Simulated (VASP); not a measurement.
# AlFe (Pm-3m) in VASP: notebook, part 2 of 2

VASP 6.6.1.

## (5) Single point, PBE, collinear spin, ferromagnetic start

This run uses another cell than the first one, of 11.87 Å³/atom.

The input, INCAR:

```
SYSTEM = AlFe
  ALGO = Normal
  EDIFF = 1E-7
  ENCUT = 520
  GGA = PE
  ISIF = 2
  ISMEAR = -1
  ISPIN = 2
  LASPH = .TRUE.
  LCHARG = .FALSE.
  LMAXMIX = 4
  LORBIT = 11
  LREAL = .FALSE.
  LWAVE = .FALSE.
  MAGMOM = 3 0
  NBANDS = 16
  NELM = 150
  PREC = Accurate
  SIGMA = 0.05
```

The input, KPOINTS:

```
k-points
0
G
  9 9 9
  0 0 0
```

The input, POSCAR:

```
AlFe
1.0
    2.8737982622      0.0000000000      0.0000000000
    0.0000000000      2.8737982622      0.0000000000
    0.0000000000      0.0000000000      2.8737982622
Fe Al
1 1
Direct
    0.5000000000      0.5000000000      0.5000000000
    0.0000000000      0.0000000000      0.0000000000
```

Potentials or basis: VASP PAW PBE potentials, release 64 (Fe, Al).

Run with:

```sh
$ cat potpaw_PBE.64/Fe/POTCAR potpaw_PBE.64/Al/POTCAR > POTCAR
$ mpirun -np 1 vasp_std > vasp.out
```

OUTCAR:

```text
SYSTEM = AlFe
   EDIFF = 1E-7
   ENCUT = 520
   GGA = PE
   ISIF = 2
   ISMEAR = -1
   ISPIN = 2
   LASPH = .TRUE.
   LORBIT = 11
   LREAL = .FALSE.
   NELM = 150
   PREC = Accurate

 ion  position               nearest neighbor table
   1  0.500  0.500  0.500-   2 2.49   2 2.49   2 2.49   2 2.49   2 2.49   2 2.49   2 2.49   2 2.49

   2  0.000  0.000  0.000-   1 2.49   1 2.49   1 2.49   1 2.49   1 2.49   1 2.49   1 2.49   1 2.49

  LATTYP: Found a simple cubic cell.
 ALAT       =     2.8737982622

  Lattice vectors:

 A1 = (   2.8737982622,   0.0000000000,   0.0000000000)
 A2 = (   0.0000000000,   2.8737982622,   0.0000000000)
 A3 = (   0.0000000000,   0.0000000000,   2.8737982622)

Analysis of symmetry for initial positions (statically):
=====================================================================
 Subroutine PRICEL returns:
 Original cell was already a primitive cell.

 Routine SETGRP: Setting up the symmetry group for a
 simple cubic supercell.

 Subroutine GETGRP returns: Found 48 space group operations
 (whereof 48 operations were pure point group operations)
 out of a pool of 48 trial point group operations.

The static configuration has the point symmetry O_h .

Analysis of symmetry for dynamics (positions and initial velocities):
=====================================================================
 Subroutine PRICEL returns:
 Original cell was already a primitive cell.

 Routine SETGRP: Setting up the symmetry group for a
 simple cubic supercell.

 Subroutine GETGRP returns: Found 48 space group operations
 (whereof 48 operations were pure point group operations)
 out of a pool of 48 trial point group operations.

The dynamic configuration has the point symmetry O_h .

Analysis of structural, dynamic, and magnetic symmetry:
=====================================================================
 Subroutine PRICEL returns:
 Original cell was already a primitive cell.

 Routine SETGRP: Setting up the symmetry group for a
 simple cubic supercell.

 Subroutine GETGRP returns: Found 48 space group operations
 (whereof 48 operations were pure point group operations)
 out of a pool of 48 trial point group operations.

The overall configuration has the point symmetry O_h .

 Subroutine INISYM returns: Found 48 space group operations
 (whereof 48 operations are pure point group operations),
 and found     1 'primitive' translations

----------------------------------------------------------------------------------------

                                     Primitive cell

  volume of cell :      23.7339

  direct lattice vectors                    reciprocal lattice vectors
     2.873798262  0.000000000  0.000000000     0.347971538  0.000000000  0.000000000
     0.000000000  2.873798262  0.000000000     0.000000000  0.347971538  0.000000000
     0.000000000  0.000000000  2.873798262     0.000000000  0.000000000  0.347971538

  length of vectors
     2.873798262  2.873798262  2.873798262     0.347971538  0.347971538  0.347971538

  position of ions in fractional coordinates (direct lattice)
     0.500000000  0.500000000  0.500000000
     0.000000000  0.000000000  0.000000000

  ion indices of the primitive-cell ions
   primitive index   ion index
                 1           1
                 2           2

----------------------------------------------------------------------------------------

 KPOINTS: k-points

Automatic generation of k-mesh.
 Grid dimensions read from file:
 generate k-points for:    9    9    9

 Generating k-lattice:

[... 62 lines left out ...]
   LREAL  =      F    real-space projection
   EDIFFG = 0.1E-05   stopping-criterion for IOM
   NSW    =      0    number of steps for IOM
   IBRION =     -1    ionic relax: 0-MD 1-quasi-New 2-CG
   NFREE  =      0    steps in history (QN), initial steepest desc. (CG)
   ISIF   =      2    stress and relaxation
   ISYM   =      2    0-nonsym 1-usesym 2-fastsym
   POTIM  = 0.5000    time-step for ionic-motion
   TEBEG  =    0.0;   TEEND  =   0.0 temperature during run
   PSTRESS=    0.0 pullay stress
   NELECT =      11.0000    total number of electrons
   NUPDOWN=      -1.0000    fix difference up-down
   EMIN   =  10.00;   EMAX   =-10.00  energy-range for DOS
   EFERMI =   0.00;   METHOD = LEGACY
   ISMEAR =    -1;   SIGMA  =   0.05  broadening in eV -4-tet -1-fermi 0-gaus
   EFERMI_NEDOS =   21; number of points for ismear=-14 and -15
   IALGO  =     38    algorithm
   IMIX   =      4    mixing-type and parameters
     AMIX     =   0.40;   BMIX     =  1.00
     AMIX_MAG =   1.60;   BMIX_MAG =  1.00
  volume/ion in A,a.u.               =      11.87        80.08
  Fermi-wavevector in a.u.,A,eV,Ry     =   1.266921  2.394133 21.838550  1.605088
  Thomas-Fermi vector in A             =   2.400096
   LORBIT       =     11    0 simple, 1 ext, 2 COOP (PROOUT), +10 PAW based schemes
   GGA     = PE    functional components
   LHFCALC =     F    Hartree Fock is set to
   AEXX    =    0.0000 exact exchange contribution
   IVDW    =     0    specifies the selected vdW correction
   LEPSILON=     F    determine dielectric tensor
   LRPA    =     F    only Hartree local field effects (RPA)
 spin polarized calculation
  energy-cutoff  :      520.00
  volume of cell :       23.73
 maximum number of plane-waves:       656
 NGX is ok and might be reduce to    24
   NGX = 11   NGY = 11   NGZ = 11

 number of electron      10.9999994 magnetization       0.6233079

 Free energy of the ion-electron system (eV)
  ---------------------------------------------------
  ext. energy  EPLUGINS =         0.00000000
  ---------------------------------------------------
  free energy    TOTEN  =       -12.66012788 eV

  energy without entropy =      -12.64217614  energy(sigma->0) =      -12.65115201

 E-fermi :   8.0008     XC(G=0): -12.1492

 val. band max:        7.9684917589   @ k =   0.2222   0.1111   0.0000
 cond. band min:       8.0018081785   @ k =   0.4444   0.2222   0.1111
 fundamental gap:      0.0333164196
 Fermi energy:         8.0008176402

 spin component 1

 k-point     1 :       0.0000    0.0000    0.0000
  band No.  band energies     occupation
      1      -2.3856      1.00000
      2       5.5489      1.00000
      3       5.5489      1.00000
      4       7.6597      0.99891
      5       7.6597      0.99891
      6       7.6597      0.99891
[... 435 lines left out ...]
      5       7.1710      1.00000
      6       7.3008      1.00000
[... 8 lines left out ...]
     15      28.6772      0.00000
     16      29.7356      0.00000

 [... further k-points ...]

 spin component 2

 k-point     1 :       0.0000    0.0000    0.0000
  band No.  band energies     occupation
      1      -2.3879      1.00000
      2       5.8432      1.00000
      3       5.8432      1.00000
      4       8.4439      0.00014
      5       8.4439      0.00014
      6       8.4439      0.00014
[... 435 lines left out ...]
      5       7.8112      0.97796
      6       7.8852      0.90992
[... 8 lines left out ...]
     15      28.8182      0.00000
     16      29.7251      0.00000

 [... further k-points ...]

------------------------ aborting loop because EDIFF is reached ----------------------------------------

  FORCE on cell =-STRESS in cart. coord.  units (eV):
  Direction    XX          YY          ZZ          XY          YZ          ZX
  --------------------------------------------------------------------------------------
  -------------------------------------------------------------------------------------
  Total       -0.0088038     -0.0088038     -0.0088038      0.0000000      0.0000000     -0.0000000
  in kB       -0.5943104     -0.5943104     -0.5943104      0.0000000      0.0000000     -0.0000000
  external PRESSURE =      -0.5943104 kB  Pullay stress =       0.0000000 kB

 VOLUME and BASIS-vectors are now :
 -----------------------------------------------------------------------------
  energy-cutoff  :      520.00
  volume of cell :       23.73
      direct lattice vectors                 reciprocal lattice vectors
     2.873798262  0.000000000  0.000000000     0.347971538  0.000000000  0.000000000
     0.000000000  2.873798262  0.000000000     0.000000000  0.347971538  0.000000000
     0.000000000  0.000000000  2.873798262     0.000000000  0.000000000  0.347971538

 POSITION                                       TOTAL-FORCE (eV/Angst)
 -----------------------------------------------------------------------------------
      1.43690      1.43690      1.43690         0.000000      0.000000      0.000000
      0.00000      0.00000      0.00000         0.000000      0.000000      0.000000
 -----------------------------------------------------------------------------------
    total drift:                                0.000000     -0.000000     -0.000000

  FREE ENERGIE OF THE ION-ELECTRON SYSTEM (eV)
  ---------------------------------------------------
  free  energy   TOTEN  =       -12.6601278841 eV

  energy  without entropy=      -12.6421761434  energy(sigma->0) =      -12.65115201

 total charge

# of ion       s       p       d       tot
------------------------------------------
    1        0.431   0.503   6.484   7.418
    2        0.400   0.436   0.000   0.836
--------------------------------------------------
tot          0.832   0.939   6.484   8.254

 magnetization (x)

# of ion       s       p       d       tot
------------------------------------------
    1       -0.001   0.004   0.664   0.666
    2       -0.007  -0.015   0.000  -0.022
--------------------------------------------------
tot         -0.008  -0.011   0.664   0.644
```

stdout:

```text
POSCAR found type information on POSCAR FeAl
 POSCAR found :  2 types and       2 ions
 scaLAPACK will be used
 LDA part: xc-table for (Slater+PW92), standard interpolation
 POSCAR, INCAR and KPOINTS ok, starting setup
 FFT: planning ... GRIDC
 FFT: planning ... GRID_SOFT
 FFT: planning ... GRID
 WAVECAR not read
 entering main loop
```

Run time: 48 s. Hardware: 1 thread of Intel Xeon 8259CL, shared host; peak memory 0.16 GiB.

Results:

```
Free energy                                           : -12.6601 eV
Pressure                                              : -0.1 GPa
Net moment                                            : 0.62 μB per cell
Site moments                                          : Fe +0.67; Al -0.02 μB
Valence electrons inside the program's atomic spheres : Fe 7.42; Al 0.84
```

## (6) Overview

| level | potentials or basis | fixed moment (μB) | cell | k mesh | cutoff (eV) | grid for exact exchange (PRECFOCK) | share of exact exchange | screening parameter | gap on the mesh (eV) | pressure (GPa) | moment (μB) |
| --- | --- | --- | --- | --- | --- | --- | --- | --- | --- | --- | --- |
| PBE-based screened hybrid with 25 % exact exchange | VASP PAW PBE potentials, release 64 (Fe, Al) | - | a = 2.844 Å, 2 atoms | 5 × 5 × 5 | 520 | Normal | 0.25 | 0.3 1/Å | none | 0.3 | 0.87 |
| PBE | VASP PAW PBE potentials, release 64 (Fe_sv, Al) | 6.0 | a = 2.910 Å, 2 atoms | 8 × 8 × 8 | 600 | - | - | - | - | 79.0 | 6.00 |
| LDA | VASP PAW LDA potentials, release 64 (Fe, Al) | - | a = 2.813 Å, 2 atoms | 9 × 9 × 9 | 520 | - | - | - | none | 0.2 | 0.36 |
| PBE | VASP PAW PBE potentials, release 64 (Fe, Al) | - | a = 2.874 Å, 2 atoms | 9 × 9 × 9 | 520 | - | - | - | none | -0.1 | 0.62 |

Alike in all rows: task single point; spin collinear, ferromagnetic start; smearing fermi-dirac 0.05 eV.

Caveats: some runs use coarse meshes; the PAW data sets were made with another functional, which shifts forces and pressure a little (at least some runs); the cell stands under pressure (at least some runs); the total moment is fixed, so each spin has its own Fermi level (at least some runs).

Total energies depend on the potentials used, so only differences within one code and one set of settings carry meaning.
